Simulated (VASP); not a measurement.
Here is a VASP 6.6.1 calculation.

The input INCAR:

```
PREC = Accurate
ENCUT = 520
EDIFF = 1E-6
ISMEAR = 0
SIGMA = 0.1
LREAL = False
LASPH = True
NELM = 150
ALGO = Normal
ISIF = 2
LWAVE = False
LCHARG = False
ISPIN = 2
MAGMOM = 1 0 0 0 0 0
LORBIT = 11
LMAXMIX = 4
GGA = PE
NBANDS = 41
```

The input KPOINTS:

```
regular mesh
0
Gamma
  3 3 4
```

File POSCAR:

```
TiIn2Te3
1.0
    6.3444061323      0.0000000000      0.0000000000
   -3.1722030662      5.4944168825      0.0000000000
    0.0000000000      0.0000000000      5.9772285876
Ti In Te
1 2 3
Direct
    0.0000000000      0.0000000000      0.5000000000
    0.6666666667      0.3333333333      0.0000000000
    0.3333333333      0.6666666667      0.0000000000
    0.5000000000      0.5000000000      0.5000000000
    0.5000000000      0.0000000000      0.5000000000
    0.0000000000      0.5000000000      0.5000000000
```

Potentials or basis: VASP PAW PBE potentials, release 64 (Ti_sv, In_d, Te).

Command:

```console
$ cat potpaw_PBE.64/Ti_sv/POTCAR potpaw_PBE.64/In_d/POTCAR potpaw_PBE.64/Te/POTCAR > POTCAR
$ mpirun -np 1 vasp_std > vasp.out
```

**Question.** Estimate the band gap on the k mesh.

**Answer.** Zero (filled and empty bands overlap).

**Question.** Estimate the net moment.

**Answer.** 0.00 μB per cell.

**Question.** Estimate the pressure.

**Answer.** 0.0 GPa.

Caveat: the k points lie up to 0.38 Å⁻¹ apart; spin-orbit coupling is left out, which moves the levels of the heavy elements.
